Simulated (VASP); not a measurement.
# GaAs (F-43m) in VASP: single point with PBE

Aim: the single point of GaAs with PBE.

Program: VASP 6.6.1. These are calculated values, not measurements. Logs are shortened: lines on timing, memory, paths and dates and some standing lists are left out, and cuts for length are marked.

## Step 1: The cell of the first run

It takes space group F-43m (No. 216, cubic). Conventional cell: a = 5.746 Å, b = 5.746 Å, c = 5.746 Å, α = 90.00°, β = 90.00°, γ = 90.00°. Ga (site symmetry -43m) has 4 As at 2.49 Å within 3.3 Å. As (site symmetry -43m) has 4 Ga at 2.49 Å within 3.3 Å.

## Step 2: Single point, PBE

The input, INCAR:

```
ALGO = Normal ; EDIFF = 1E-6
ENCUT = 500 ; GGA = PE
GGA_COMPAT = F ; ISIF = 2
ISMEAR = 0 ; LASPH = T
LCHARG = F ; LREAL = F
LWAVE = F ; NBANDS = 16
NELM = 120 ; PREC = Accurate
SIGMA = 0.02
```

The input, KPOINTS:

```
k-points
0
Gamma
  16 16 16
```

The input, POSCAR:

```
GaAs
1.0
    0.0000000000      2.8728580424      2.8728580424
    2.8728580424      0.0000000000      2.8728580424
    2.8728580424      2.8728580424      0.0000000000
Ga As
1 1
Direct
    0.0000000000      0.0000000000      0.0000000000
    0.2500000000      0.2500000000      0.2500000000
```

Potentials or basis: VASP PAW PBE potentials, release 64 (Ga_d, As).

Command:

```
$ cat potpaw_PBE.64/Ga_d/POTCAR potpaw_PBE.64/As/POTCAR > POTCAR
$ mpirun -np 1 vasp_std > vasp.out
```

OUTCAR:

```text
EDIFF = 1E-6
   ENCUT = 500
   GGA = PE
   ISIF = 2
   ISMEAR = 0
   LASPH = T
   LREAL = F
   NELM = 120
   PREC = Accurate

 ion  position               nearest neighbor table
   1  0.000  0.000  0.000-   2 2.49   2 2.49   2 2.49   2 2.49
   2  0.250  0.250  0.250-   1 2.49   1 2.49   1 2.49   1 2.49

  LATTYP: Found a face centered cubic cell.
 ALAT       =     5.7457160848

  Lattice vectors:

 A1 = (   0.0000000000,   2.8728580424,   2.8728580424)
 A2 = (   2.8728580424,   0.0000000000,   2.8728580424)
 A3 = (   2.8728580424,   2.8728580424,   0.0000000000)

Analysis of symmetry for initial positions (statically):
=====================================================================
 Subroutine PRICEL returns:
 Original cell was already a primitive cell.

 Routine SETGRP: Setting up the symmetry group for a
 face centered cubic supercell.

 Subroutine GETGRP returns: Found 24 space group operations
 (whereof 24 operations were pure point group operations)
 out of a pool of 48 trial point group operations.

The static configuration has the point symmetry T_d .

Analysis of symmetry for dynamics (positions and initial velocities):
=====================================================================
 Subroutine PRICEL returns:
 Original cell was already a primitive cell.

 Routine SETGRP: Setting up the symmetry group for a
 face centered cubic supercell.

 Subroutine GETGRP returns: Found 24 space group operations
 (whereof 24 operations were pure point group operations)
 out of a pool of 48 trial point group operations.

The dynamic configuration has the point symmetry T_d .

 Subroutine INISYM returns: Found 24 space group operations
 (whereof 24 operations are pure point group operations),
 and found     1 'primitive' translations

----------------------------------------------------------------------------------------

                                     Primitive cell

  volume of cell :      47.4212

  direct lattice vectors                    reciprocal lattice vectors
     0.000000000  2.872858042  2.872858042    -0.174042710  0.174042710  0.174042710
     2.872858042  0.000000000  2.872858042     0.174042710 -0.174042710  0.174042710
     2.872858042  2.872858042  0.000000000     0.174042710  0.174042710 -0.174042710

  length of vectors
     4.062834806  4.062834806  4.062834806     0.301450817  0.301450817  0.301450817

  position of ions in fractional coordinates (direct lattice)
     0.000000000  0.000000000  0.000000000
     0.250000000  0.250000000  0.250000000

  ion indices of the primitive-cell ions
   primitive index   ion index
                 1           1
                 2           2

----------------------------------------------------------------------------------------

 KPOINTS: k-points

Automatic generation of k-mesh.
 Grid dimensions read from file:
 generate k-points for:   16   16   16

 Generating k-lattice:

  Cartesian coordinates                     Fractional coordinates (reciprocal lattice)
    -0.010877669  0.010877669  0.010877669     0.062500000  0.000000000  0.000000000
     0.010877669 -0.010877669  0.010877669     0.000000000  0.062500000  0.000000000
     0.010877669  0.010877669 -0.010877669     0.000000000  0.000000000  0.062500000

  Length of vectors
     0.018840676  0.018840676  0.018840676

  Shift w.r.t. Gamma in fractional coordinates (k-lattice)
     0.000000000  0.000000000  0.000000000

 Subroutine IBZKPT returns following result:
 ===========================================

 Found    145 irreducible k-points:

 Following reciprocal coordinates:
            Coordinates               Weight
  0.000000  0.000000  0.000000      1.000000
  0.062500  0.000000  0.000000      8.000000
  0.125000  0.000000  0.000000      8.000000
  0.187500  0.000000  0.000000      8.000000
  0.250000  0.000000  0.000000      8.000000
  0.312500  0.000000  0.000000      8.000000
[... 16 lines left out ...]
 -0.125000  0.062500  0.000000     24.000000
 -0.062500  0.062500  0.000000     12.000000
 [... further k-points ...]
   k-points           NKPTS =    145   k-points in BZ     NKDIM =    145   number of bands    NBANDS=     16
   number of dos      NEDOS =    301   number of ions     NIONS =      2
   total plane-waves  NPLWV =  27000
   dimension x,y,z NGX =    30 NGY =   30 NGZ =   30
   dimension x,y,z NGXF=    60 NGYF=   60 NGZF=   60
   ions per type =               1   1
   NGX,Y,Z   is equivalent  to a cutoff of  12.28, 12.28, 12.28 a.u.
   NGXF,Y,Z  is equivalent  to a cutoff of  24.55, 24.55, 24.55 a.u.
 SYSTEM =  unknown system
   PREC   = accura    normal or accurate (medium, high low for compatibility)
   ISTART =      0    job   : 0-new  1-cont  2-samecut
   ICHARG =      2    charge: 1-file 2-atom 10-const
   ISPIN  =      1    spin polarized calculation?
   LNONCOLLINEAR =      F non collinear calculations
   LSORBIT =      F    spin-orbit coupling
   LASPH  =      T    aspherical Exc in radial PAW
   ENCUT  =  500.0 eV  36.75 Ry    6.06 a.u.   7.41  7.41  7.41*2*pi/ulx,y,z
   NELM   =    120;   NELMIN=  2; NELMDL= -5     # of ELM steps
   EDIFF  = 0.1E-05   stopping-criterion for ELM
   LREAL  =      F    real-space projection
   EDIFFG = 0.1E-04   stopping-criterion for IOM
   NSW    =      0    number of steps for IOM
   IBRION =     -1    ionic relax: 0-MD 1-quasi-New 2-CG
   NFREE  =      0    steps in history (QN), initial steepest desc. (CG)
   ISIF   =      2    stress and relaxation
   ISYM   =      2    0-nonsym 1-usesym 2-fastsym
   POTIM  = 0.5000    time-step for ionic-motion
   TEBEG  =    0.0;   TEEND  =   0.0 temperature during run
   PSTRESS=    0.0 pullay stress
   NELECT =      18.0000    total number of electrons
   NUPDOWN=      -1.0000    fix difference up-down
   EMIN   =  10.00;   EMAX   =-10.00  energy-range for DOS
   EFERMI =   0.00;   METHOD = LEGACY
   ISMEAR =     0;   SIGMA  =   0.02  broadening in eV -4-tet -1-fermi 0-gaus
   EFERMI_NEDOS =   21; number of points for ismear=-14 and -15
   IALGO  =     38    algorithm
   IMIX   =      4    mixing-type and parameters
     AMIX     =   0.40;   BMIX     =  1.00
     AMIX_MAG =   1.60;   BMIX_MAG =  1.00
  volume/ion in A,a.u.               =      23.71       160.01
  Fermi-wavevector in a.u.,A,eV,Ry     =   1.185336  2.239960 19.116479  1.405022
  Thomas-Fermi vector in A             =   2.321532
   LORBIT       =      0    0 simple, 1 ext, 2 COOP (PROOUT), +10 PAW based schemes
   GGA     = PE    functional components
   LHFCALC =     F    Hartree Fock is set to
   AEXX    =    0.0000 exact exchange contribution
   IVDW    =     0    specifies the selected vdW correction
   LEPSILON=     F    determine dielectric tensor
   LRPA    =     F    only Hartree local field effects (RPA)
 non-spin polarized calculation
 Gauss-broadening in eV      SIGMA  =   0.02
  energy-cutoff  :      500.00
  volume of cell :       47.42
 maximum number of plane-waves:      1243
 NGX is ok and might be reduce to    30
   NGX = 15   NGY = 15   NGZ = 15

 number of electron      17.9999987 magnetization

 Free energy of the ion-electron system (eV)
  ---------------------------------------------------
  ext. energy  EPLUGINS =         0.00000000
  ---------------------------------------------------
  free energy    TOTEN  =        -8.27661691 eV

  energy without entropy =       -8.27661691  energy(sigma->0) =       -8.27661691

 E-fermi :   3.5748     XC(G=0):  -9.3724

 val. band max:        3.4871509460   @ k =   0.0000   0.0000   0.0000
 cond. band min:       3.6493555321   @ k =   0.0000   0.0000   0.0000
 fundamental gap:      0.1622045861
 Fermi energy:         3.5747929235

 k-point     1 :       0.0000    0.0000    0.0000
  band No.  band energies     occupation
      1     -11.2376      2.00000
      2     -11.2376      2.00000
      3     -11.2376      2.00000
      4     -11.1696      2.00000
      5     -11.1696      2.00000
      6      -8.9012      2.00000
[... 8 lines left out ...]
     15      13.4909      0.00000
     16      13.4909      0.00000

 k-point     2 :       0.0625    0.0000    0.0000
  band No.  band energies     occupation
      1     -11.2404      2.00000
      2     -11.2368      2.00000
      3     -11.2368      2.00000
      4     -11.1696      2.00000
      5     -11.1696      2.00000
      6      -8.8583      2.00000
[... 8 lines left out ...]
     15      13.1585      0.00000
     16      13.1585      0.00000

 k-point     3 :       0.1250    0.0000    0.0000
  band No.  band energies     occupation
      1     -11.2482      2.00000
      2     -11.2346      2.00000
      3     -11.2346      2.00000
      4     -11.1697      2.00000
      5     -11.1697      2.00000
      6      -8.7315      2.00000
[... 8 lines left out ...]
     15      12.6838      0.00000
     16      12.6838      0.00000

 k-point     4 :       0.1875    0.0000    0.0000
  band No.  band energies     occupation
      1     -11.2594      2.00000
      2     -11.2315      2.00000
      3     -11.2315      2.00000
      4     -11.1696      2.00000
      5     -11.1696      2.00000
      6      -8.5275      2.00000
[... 8 lines left out ...]
     15      12.4059      0.00000
     16      12.4059      0.00000
[... 324 lines left out ...]
 k-point    22 :      -0.1875    0.0625    0.0000
  band No.  band energies     occupation
      1     -11.2657      2.00000
      2     -11.2305      2.00000
      3     -11.2285      2.00000
      4     -11.1708      2.00000
      5     -11.1685      2.00000
      6      -8.4085      2.00000
[... 8 lines left out ...]
     15      12.4136      0.00000
     16      13.0464      0.00000

 k-point    23 :      -0.1250    0.0625    0.0000
  band No.  band energies     occupation
      1     -11.2542      2.00000
      2     -11.2337      2.00000
      3     -11.2318      2.00000
      4     -11.1706      2.00000
      5     -11.1689      2.00000
      6      -8.6347      2.00000
[... 8 lines left out ...]
     15      12.2210      0.00000
     16      12.7780      0.00000

 k-point    24 :      -0.0625    0.0625    0.0000
  band No.  band energies     occupation
      1     -11.2452      2.00000
      2     -11.2359      2.00000
      3     -11.2348      2.00000
      4     -11.1702      2.00000
      5     -11.1692      2.00000
      6      -8.7874      2.00000
[... 8 lines left out ...]
     15      12.5692      0.00000
     16      13.0523      0.00000

 [... further k-points ...]

------------------------ aborting loop because EDIFF is reached ----------------------------------------

  FORCE on cell =-STRESS in cart. coord.  units (eV):
  Direction    XX          YY          ZZ          XY          YZ          ZX
  --------------------------------------------------------------------------------------
  -------------------------------------------------------------------------------------
  Total        0.0429718      0.0429718      0.0429718      0.0000000      0.0000000     -0.0000000
  in kB        1.4518492      1.4518492      1.4518492      0.0000000      0.0000000     -0.0000000
  external PRESSURE =       1.4518492 kB  Pullay stress =       0.0000000 kB

 VOLUME and BASIS-vectors are now :
 -----------------------------------------------------------------------------
  energy-cutoff  :      500.00
  volume of cell :       47.42
      direct lattice vectors                 reciprocal lattice vectors
     0.000000000  2.872858042  2.872858042    -0.174042710  0.174042710  0.174042710
     2.872858042  0.000000000  2.872858042     0.174042710 -0.174042710  0.174042710
     2.872858042  2.872858042  0.000000000     0.174042710  0.174042710 -0.174042710

 POSITION                                       TOTAL-FORCE (eV/Angst)
 -----------------------------------------------------------------------------------
      0.00000      0.00000      0.00000         0.000000      0.000000      0.000000
      1.43643      1.43643      1.43643        -0.000000     -0.000000     -0.000000
 -----------------------------------------------------------------------------------
    total drift:                                0.000000      0.000000      0.000000

  FREE ENERGIE OF THE ION-ELECTRON SYSTEM (eV)
  ---------------------------------------------------
  free  energy   TOTEN  =        -8.2766169149 eV

  energy  without entropy=       -8.2766169149  energy(sigma->0) =       -8.27661691
```

Run time: 2 min. Hardware: 1 thread of Intel Xeon 8259CL, shared host; peak memory 0.25 GiB.

Results:

```
Free energy            : -8.2766 eV
Pressure               : 0.1 GPa
Band gap on the k mesh : 0.16 eV, direct
```

Levels at points of the mesh, in eV from the valence-band top:
```csv
k point,band 6,band 7,band 8,band 9,band 10,band 11,band 12,band 13
"(0.00, 0.00, 0.00)",-12.39,0.00,0.00,0.00,0.16,3.72,3.72,3.72
"(0.50, 0.00, 0.00)",-10.77,-6.38,-1.07,-1.07,0.87,4.62,4.62,7.70
"(0.50, 0.50, 0.00)",-10.09,-6.60,-2.51,-2.51,1.55,1.68,9.79,9.79
```
